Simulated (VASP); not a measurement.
# Rh in VASP: a series of runs

Runs on Rh. Level: PBEsol. Tasks: single point.

All numbers are computed with VASP 6.6.1; they aren't measurements. Logs are shortened: lines on timing, memory, paths and dates and some standing lists are left out, and cuts for length are marked.

## (1) The cell of the first run

The typed cell holds 8 atoms: a = 2.676 Å, b = 2.676 Å, c = 17.473 Å, α = 87.56°, β = 88.05°, γ = 60.00°.

## (2) Single point, PBEsol (the part above a cut slid along it)

Input file INCAR:

```
SYSTEM = Rh
PREC = Accurate
ENCUT = 500
EDIFF = 1E-6
ISMEAR = 0
SIGMA = 0.15
LREAL = .FALSE.
LASPH = .TRUE.
NELM = 120
ALGO = Normal
ISIF = 2
LWAVE = .FALSE.
LCHARG = .FALSE.
GGA = PS
NBANDS = 70
GGA_COMPAT = .FALSE.
KPAR = 4
```

Input file KPOINTS:

```
regular mesh
0
G
  16 16 3
  0 0 0
```

Input file POSCAR:

```
Rh
1.0
   -2.6755648902      0.0000000000      0.0000000000
   -1.3377824451     -2.3171071644      0.0000000000
   -0.5945699756     -0.5149127032     17.4550219417
Rh
8
Direct
   -0.0625000000      0.8750000000      0.5625000000
   -0.0069444444      0.9861111111      0.0625000000
    0.2569444444      0.1805555556      0.6875000000
    0.3125000000      0.2916666667      0.1875000000
   -0.0902777778     -0.1805555556      0.8125000000
   -0.0347222222     -0.0694444444      0.3125000000
    0.5625000000      0.4583333333      0.9375000000
    0.6180555556      0.5694444444      0.4375000000
```

Potentials or basis: VASP PAW PBE potentials, release 64 (Rh_pv).

The run is started by

```
$ cat potpaw_PBE.64/Rh_pv/POTCAR > POTCAR
$ mpirun -np 4 vasp_std > vasp.out
```

OUTCAR:

```text
SYSTEM = Rh
   PREC = Accurate
   ENCUT = 500
   EDIFF = 1E-6
   ISMEAR = 0
   LREAL = .FALSE.
   LASPH = .TRUE.
   NELM = 120
   ISIF = 2
   GGA = PS

 ion  position               nearest neighbor table
   1  0.938  0.875  0.562-   8 2.67   3 2.67   8 2.67   3 2.67   8 2.67   3 2.67
   2  0.993  0.986  0.062-   7 2.48   7 2.64   4 2.67   4 2.67   4 2.67   7 3.19   7 3.19
   3  0.257  0.181  0.688-   5 2.67   1 2.67   1 2.67   5 2.67   1 2.67   5 2.67
   4  0.312  0.292  0.188-   2 2.67   6 2.67   2 2.67   6 2.67   6 2.67   2 2.67
   5  0.910  0.819  0.812-   3 2.67   7 2.67   7 2.67   7 2.67   3 2.67   3 2.67
   6  0.965  0.931  0.312-   8 2.67   4 2.67   4 2.67   4 2.67   8 2.67   8 2.67
   7  0.562  0.458  0.938-   2 2.48   2 2.64   5 2.67   5 2.67   5 2.67   2 3.19   2 3.19
   8  0.618  0.569  0.438-   6 2.67   1 2.67   1 2.67   6 2.67   1 2.67   6 2.67

  LATTYP: Found a triclinic cell.
 ALAT       =     2.6755648902
 B/A-ratio  =     1.0000000000
 C/A-ratio  =     6.5304841749
 COS(alpha) =     0.0085071113
 COS(beta)  =     0.0425355564
 COS(gamma) =     0.5000000000

  Lattice vectors:

 A1 = (  -1.3377824451,  -2.3171071644,   0.0000000000)
 A2 = (   1.3377824451,  -2.3171071644,   0.0000000000)
 A3 = (  -0.5945699756,  -0.5149127032,  17.4550219417)

Analysis of symmetry for initial positions (statically):
=====================================================================
 Subroutine PRICEL returns:
 Original cell was already a primitive cell.

 Routine SETGRP: Setting up the symmetry group for a
 triclinic supercell.

 Subroutine GETGRP returns: Found  1 space group operations
 (whereof  1 operations were pure point group operations)
 out of a pool of  2 trial point group operations.

The static configuration has the point symmetry C_1 .

Analysis of symmetry for dynamics (positions and initial velocities):
=====================================================================
 Subroutine PRICEL returns:
 Original cell was already a primitive cell.

 Routine SETGRP: Setting up the symmetry group for a
 triclinic supercell.

 Subroutine GETGRP returns: Found  1 space group operations
 (whereof  1 operations were pure point group operations)
 out of a pool of  2 trial point group operations.

The dynamic configuration has the point symmetry C_1 .

 Subroutine INISYM returns: Found  1 space group operations
 (whereof  1 operations are pure point group operations),
 and found     1 'primitive' translations

----------------------------------------------------------------------------------------

                                     Primitive cell

  volume of cell :     108.2136

  direct lattice vectors                    reciprocal lattice vectors
    -2.675564890  0.000000000  0.000000000    -0.373752849  0.215786308 -0.006365567
    -1.337782445 -2.317107164  0.000000000     0.000000000 -0.431572616 -0.012731134
    -0.594569976 -0.514912703 17.455021942     0.000000000  0.000000000  0.057290103

  length of vectors
     2.675564890  2.675564890 17.472734175     0.431619558  0.431760355  0.057290103

  position of ions in fractional coordinates (direct lattice)
     0.937500000  0.875000000  0.562500000
     0.993055556  0.986111111  0.062500000
     0.256944444  0.180555556  0.687500000
     0.312500000  0.291666667  0.187500000
     0.909722222  0.819444444  0.812500000
     0.965277778  0.930555556  0.312500000
     0.562500000  0.458333333  0.937500000
     0.618055556  0.569444444  0.437500000

  ion indices of the primitive-cell ions
   primitive index   ion index
                 1           1
                 2           2
                 3           3
                 4           4
                 5           5
                 6           6
                 7           7
                 8           8

----------------------------------------------------------------------------------------

 KPOINTS: regular mesh

Automatic generation of k-mesh.
 Grid dimensions read from file:
 generate k-points for:   16   16    3

 Generating k-lattice:

  Cartesian coordinates                     Fractional coordinates (reciprocal lattice)
    -0.023359553  0.013486644 -0.000397848     0.062500000  0.000000000  0.000000000
     0.000000000 -0.026973288 -0.000795696     0.000000000  0.062500000 -0.000000000
     0.000000000  0.000000000  0.019096701     0.000000000  0.000000000  0.333333333

  Length of vectors
     0.026976222  0.026985022  0.019096701

  Shift w.r.t. Gamma in fractional coordinates (k-lattice)
     0.000000000  0.000000000  0.000000000

 Subroutine IBZKPT returns following result:
 ===========================================

 Found    386 irreducible k-points:

 Following reciprocal coordinates:
            Coordinates               Weight
  0.000000  0.000000  0.000000      1.000000
  0.062500  0.000000 -0.000000      2.000000
  0.125000  0.000000 -0.000000      2.000000
  0.187500 -0.000000  0.000000      2.000000
  0.250000  0.000000 -0.000000      2.000000
  0.312500  0.000000  0.000000      2.000000
[... 16 lines left out ...]
 -0.187500  0.062500 -0.000000      2.000000
 -0.125000  0.062500 -0.000000      2.000000
 [... further k-points ...]
   k-points           NKPTS =    386   k-points in BZ     NKDIM =    386   number of bands    NBANDS=     70
   number of dos      NEDOS =    301   number of ions     NIONS =      8
   total plane-waves  NPLWV =  51200
   dimension x,y,z NGX =    20 NGY =   20 NGZ =  128
   dimension x,y,z NGXF=    40 NGYF=   40 NGZF=  256
   ions per type =               8
   NGX,Y,Z   is equivalent  to a cutoff of  12.43, 12.43, 12.18 a.u.
   NGXF,Y,Z  is equivalent  to a cutoff of  24.85, 24.85, 24.36 a.u.
 SYSTEM =  Rh
   PREC   = accura    normal or accurate (medium, high low for compatibility)
   ISTART =      0    job   : 0-new  1-cont  2-samecut
   ICHARG =      2    charge: 1-file 2-atom 10-const
   ISPIN  =      1    spin polarized calculation?
   LNONCOLLINEAR =      F non collinear calculations
   LSORBIT =      F    spin-orbit coupling
   LASPH  =      T    aspherical Exc in radial PAW
   ENCUT  =  500.0 eV  36.75 Ry    6.06 a.u.   4.88  4.88 31.86*2*pi/ulx,y,z
   NELM   =    120;   NELMIN=  2; NELMDL= -5     # of ELM steps
   EDIFF  = 0.1E-05   stopping-criterion for ELM
   LREAL  =      F    real-space projection
[... 7 lines left out ...]
   TEBEG  =    0.0;   TEEND  =   0.0 temperature during run
   PSTRESS=    0.0 pullay stress
   NELECT =     120.0000    total number of electrons
   NUPDOWN=      -1.0000    fix difference up-down
   EMIN   =  10.00;   EMAX   =-10.00  energy-range for DOS
   EFERMI =   0.00;   METHOD = LEGACY
   ISMEAR =     0;   SIGMA  =   0.15  broadening in eV -4-tet -1-fermi 0-gaus
   EFERMI_NEDOS =   21; number of points for ismear=-14 and -15
   IALGO  =     38    algorithm
   IMIX   =      4    mixing-type and parameters
     AMIX     =   0.40;   BMIX     =  1.00
     AMIX_MAG =   1.60;   BMIX_MAG =  1.00
  volume/ion in A,a.u.               =      13.53        91.28
  Fermi-wavevector in a.u.,A,eV,Ry     =   1.694499  3.202138 39.066761  2.871326
  Thomas-Fermi vector in A             =   2.775713
   LORBIT       =      0    0 simple, 1 ext, 2 COOP (PROOUT), +10 PAW based schemes
   GGA     = PS    functional components
   LHFCALC =     F    Hartree Fock is set to
   AEXX    =    0.0000 exact exchange contribution
   IVDW    =     0    specifies the selected vdW correction
   LEPSILON=     F    determine dielectric tensor
   LRPA    =     F    only Hartree local field effects (RPA)
 non-spin polarized calculation
 Gauss-broadening in eV      SIGMA  =   0.15
  energy-cutoff  :      500.00
  volume of cell :      108.21
 maximum number of plane-waves:      2799
   NGX =  9   NGY =  9   NGZ = 63

 number of electron     120.0000027 magnetization

 Free energy of the ion-electron system (eV)
  ---------------------------------------------------
  ext. energy  EPLUGINS =         0.00000000
  ---------------------------------------------------
  free energy    TOTEN  =       -64.77058737 eV

  energy without entropy =      -64.64056331  energy(sigma->0) =      -64.70557534

 E-fermi :  12.0761     XC(G=0): -14.3201

 val. band max:       12.0759708767   @ k =   0.1250  -0.1875   0.3333
 cond. band min:      12.0762322656   @ k =   0.1250   0.2500   0.3333
 fundamental gap:      0.0002613888
 Fermi energy:        12.0761227576

 k-point     1 :       0.0000    0.0000    0.0000
  band No.  band energies     occupation
      1     -35.0959      2.00000
      2     -34.9841      2.00000
      3     -34.9804      2.00000
      4     -34.7149      2.00000
      5     -34.6921      2.00000
      6     -34.4443      2.00000
[... 62 lines left out ...]
     69      12.3487      0.01018
     70      12.4250      0.00100

 k-point     2 :       0.0625    0.0000   -0.0000
  band No.  band energies     occupation
      1     -35.0863      2.00000
      2     -34.9783      2.00000
      3     -34.9740      2.00000
      4     -34.7176      2.00000
      5     -34.6952      2.00000
      6     -34.4568      2.00000
[... 62 lines left out ...]
     69      12.4444      0.00052
     70      12.7493      0.00000

 k-point     3 :       0.1250    0.0000   -0.0000
  band No.  band energies     occupation
      1     -35.0583      2.00000
      2     -34.9627      2.00000
      3     -34.9561      2.00000
      4     -34.7293      2.00000
      5     -34.7081      2.00000
      6     -34.5089      2.00000
[... 1522 lines left out ...]
     69      12.9487      0.00000
     70      15.3061      0.00000

 k-point    24 :      -0.1250    0.0625   -0.0000
  band No.  band energies     occupation
      1     -35.0306      2.00000
      2     -34.9536      2.00000
      3     -34.9361      2.00000
      4     -34.7518      2.00000
      5     -34.7248      2.00000
      6     -34.5640      2.00000
[... 62 lines left out ...]
     69      12.6656      0.00000
     70      14.3689      0.00000

 [... further k-points ...]
[... 5 lines left out ...]
  --------------------------------------------------------------------------------------
  -------------------------------------------------------------------------------------
  Total        0.1360788      0.3580847      1.6170179     -0.2082796      1.0089698     -0.5344779
  in kB        2.0147405      5.3016896     23.9410619     -3.0837226     14.9384916     -7.9133132
  external PRESSURE =      10.4191640 kB  Pullay stress =       0.0000000 kB

 VOLUME and BASIS-vectors are now :
 -----------------------------------------------------------------------------
  energy-cutoff  :      500.00
  volume of cell :      108.21
      direct lattice vectors                 reciprocal lattice vectors
    -2.675564890  0.000000000  0.000000000    -0.373752849  0.215786308 -0.006365567
    -1.337782445 -2.317107164  0.000000000     0.000000000 -0.431572616 -0.012731134
    -0.594569976 -0.514912703 17.455021942     0.000000000  0.000000000  0.057290103

 POSITION                                       TOTAL-FORCE (eV/Angst)
 -----------------------------------------------------------------------------------
     -4.01335     -2.31711      9.81845         0.022093      0.007358      0.007009
     -4.01335     -2.31711      1.09094        -0.304943      0.295361      0.782372
     -1.33778     -0.77237     12.00033         0.035874      0.009298     -0.011434
     -1.33778     -0.77237      3.27282         0.072461      0.099443      0.112175
     -4.01335     -2.31711     14.18221         0.085851      0.021507      0.049452
     -4.01335     -2.31711      5.45469        -0.003315     -0.014221     -0.056199
     -2.67556     -1.54474     16.36408         0.083023     -0.424902     -0.871745
     -2.67556     -1.54474      7.63657         0.008955      0.006157     -0.011629
 -----------------------------------------------------------------------------------
    total drift:                                0.000008      0.000006     -0.000114

  FREE ENERGIE OF THE ION-ELECTRON SYSTEM (eV)
  ---------------------------------------------------
  free  energy   TOTEN  =       -64.7705873722 eV

  energy  without entropy=      -64.6405633065  energy(sigma->0) =      -64.70557534
```

Run time: 9.8 min. Hardware: 4 MPI ranks of Intel Xeon 6975P-C (Granite Rapids), shared host; peak memory 1.6 GiB.

What came out:

* Free energy: -64.7706 eV
* Pressure: 1.0 GPa
* Largest force: 0.973 eV/Å
* Band gap on the k mesh: zero (bands 60 and 61 overlap by 2.04 eV)

Forces in eV/Å, atoms in the order of the input:
```
Rh   0.022  0.007  0.007
Rh  -0.305  0.295  0.782
Rh   0.036  0.009 -0.011
Rh   0.072  0.099  0.112
Rh   0.086  0.022  0.049
Rh  -0.003 -0.014 -0.056
Rh   0.083 -0.425 -0.872
Rh   0.009  0.006 -0.012
```

Levels at points of the mesh, in eV from the Fermi level:
```csv
k point,band 56,band 57,band 58,band 59,band 60,band 61,band 62,band 63
"(0.00, 0.00, 0.00)",-1.34,-1.30,-1.20,-1.20,-1.14,-1.01,-0.87,-0.83
"(0.50, 0.00, 0.00)",0.60,0.64,0.66,0.72,0.79,0.83,0.85,0.87
"(0.00, 0.50, 0.00)",0.60,0.62,0.68,0.71,0.80,0.82,0.84,0.85
"(0.50, 0.50, 0.00)",0.58,0.58,0.63,0.64,0.73,0.80,0.84,0.85
```

Caveat: the cell differs from its parent crystal (the part above a cut slid along it); the PAW data sets were made with another functional, which shifts forces and pressure a little.

## (3) Single point, PBEsol (the part above a cut slid along it)

Input file INCAR:

```
SYSTEM = Rh
PREC = Accurate
ENCUT = 500
EDIFF = 1E-6
ISMEAR = 0
SIGMA = 0.15
LREAL = .False.
LASPH = .True.
NELM = 120
ALGO = Normal
ISIF = 2
LWAVE = .False.
LCHARG = .True.
GGA = PS
LVHAR = .True.
NBANDS = 70
ISYM = 0
GGA_COMPAT = .False.
KPAR = 4
```

Input file KPOINTS:

```
regular mesh
0
Gamma
  16 16 3
  0 0 0
```

Input file POSCAR:

```
Rh
1.0
   -2.6755648902      0.0000000000      0.0000000000
   -1.3377824451     -2.3171071644      0.0000000000
   -2.2296374085     -1.8021944612     17.4550219417
Rh
8
Direct
   -0.2500000000      0.5625000000      0.5625000000
   -0.0277777778      0.9513888889      0.0625000000
    0.0277777778     -0.2013888889      0.6875000000
    0.2500000000      0.1875000000      0.1875000000
   -0.3611111111     -0.6319444444      0.8125000000
   -0.1388888889     -0.2430555556      0.3125000000
    0.2500000000     -0.0625000000      0.9375000000
    0.4722222222      0.3263888889      0.4375000000
```

Potentials or basis: VASP PAW PBE potentials, release 64 (Rh_pv).

The run is started by

```
$ cat potpaw_PBE.64/Rh_pv/POTCAR > POTCAR
$ mpirun -np 4 vasp_std > vasp.out
```

It took 22 min on 4 MPI ranks of Intel Xeon Platinum 8259CL at 2.50GHz (Skylake/Cascade Lake), shared host; peak memory 1.6 GiB.

The run converged. Its results:

* Free energy: -64.2502 eV
* Pressure: 4.0 GPa
* Largest force: 3.335 eV/Å
* Band gap on the k mesh: zero (bands 60 and 61 overlap by 2.03 eV)

Forces in eV/Å, atoms in the order of the input:
```
Rh  -0.018  0.010 -0.019
Rh   0.270 -0.156  3.240
Rh  -0.026  0.016 -0.079
Rh   0.177 -0.102  0.049
Rh  -0.073  0.041  0.189
Rh  -0.026  0.015 -0.047
Rh  -0.317  0.183 -3.315
Rh   0.013 -0.007 -0.016
```

Stress tensor (GPa, compression positive):
```
 1.14 -0.32  2.31
-0.32  0.78 -1.33
 2.31 -1.33  9.94
```

Levels at points of the mesh, in eV from the Fermi level:
| k point | band 55 | band 56 | band 57 | band 58 | band 59 | band 60 | band 61 | band 62 |
| --- | --- | --- | --- | --- | --- | --- | --- | --- |
| (0.00, 0.00, 0.00) | -1.48 | -1.39 | -1.36 | -1.22 | -1.13 | -1.08 | -0.98 | -0.84 |
| (0.50, 0.00, 0.00) | 0.58 | 0.59 | 0.63 | 0.66 | 0.69 | 0.79 | 0.79 | 0.84 |
| (0.00, 0.50, 0.00) | 0.53 | 0.56 | 0.58 | 0.60 | 0.65 | 0.70 | 0.79 | 0.84 |
| (0.50, 0.50, 0.00) | 0.53 | 0.56 | 0.58 | 0.60 | 0.65 | 0.70 | 0.79 | 0.84 |

Caveat: the cell differs from its parent crystal (the part above a cut slid along it); the stress differs along the axes, from 1 to 10 GPa; the PAW data sets were made with another functional, which shifts forces and pressure a little.
